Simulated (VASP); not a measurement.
## Ti5C: single point with PBE

Crystal: Ti5C.

```
Ti C
1.0
     4.11278    0.00000    0.00000
    -2.05639    3.56177    0.00000
     0.00000    0.00000    6.86232
Ti C
5 1
Direct
  0.00000 0.00000 0.23015
  0.00000 0.00000 0.76985
  0.50000 0.00000 0.00000
  0.00000 0.50000 0.00000
  0.50000 0.50000 0.00000
  0.00000 0.00000 0.00000
```

The cell was built from a structure type or drawn by symmetry, and may not be a known phase.

```
Program             : VASP 6.6.1
Task                : single point
Functional          : PBE
Potentials or basis : VASP PAW PBE potentials, release 64 (Ti_sv, C)
Cutoff              : 520 eV
k mesh              : 6 × 6 × 4
Occupations         : gaussian, width 0.1 eV
Spin                : no spin polarisation
```

```yaml
Pressure: 77.1 GPa
Largest_force: 16.774 eV/Å
Band_gap_on_the_k_mesh: zero (bands 32 and 33 overlap by 0.45 eV)
```

Forces on the atoms (eV/Å):
```
Ti    0.000   0.000  16.774
Ti    0.000   0.000 -16.774
Ti    0.000   0.000   0.000
Ti    0.000   0.000   0.000
Ti    0.000   0.000   0.000
C     0.000   0.000   0.000
```

Stress tensor (GPa, compression positive):
```
73.41  0.00  0.00
 0.00 73.41  0.00
 0.00  0.00 84.57
```

Levels at points of the mesh, in eV from the Fermi level:
| k point | band 29 | band 30 | band 31 | band 32 | band 33 | band 34 | band 35 | band 36 |
| --- | --- | --- | --- | --- | --- | --- | --- | --- |
| (0.00, 0.00, 0.00) | -2.43 | -2.23 | -2.23 | -1.89 | -0.34 | 0.29 | 0.29 | 0.84 |
| (0.50, 0.00, 0.00) | -1.11 | -0.89 | -0.44 | 0.10 | 0.79 | 0.86 | 0.95 | 1.12 |
| (0.00, 0.00, 0.50) | -2.42 | -2.42 | -2.25 | -2.25 | 0.35 | 0.35 | 0.76 | 0.76 |
| (0.50, 0.00, 0.50) | -1.13 | -0.95 | -0.76 | 0.04 | 0.09 | 0.81 | 1.21 | 1.48 |

It took 100 s on 1 thread of Intel(R) Xeon(R) Platinum 8559C (Emerald Rapids) (shared host), peak memory 0.25 GiB.

Caveat: atoms lie so close that the PAW spheres overlap strongly, which falsifies energies and pressures; the cell stands under pressure; forces of over 1 eV/Å act on the atoms, so gaps and moduli don't describe the material at rest.
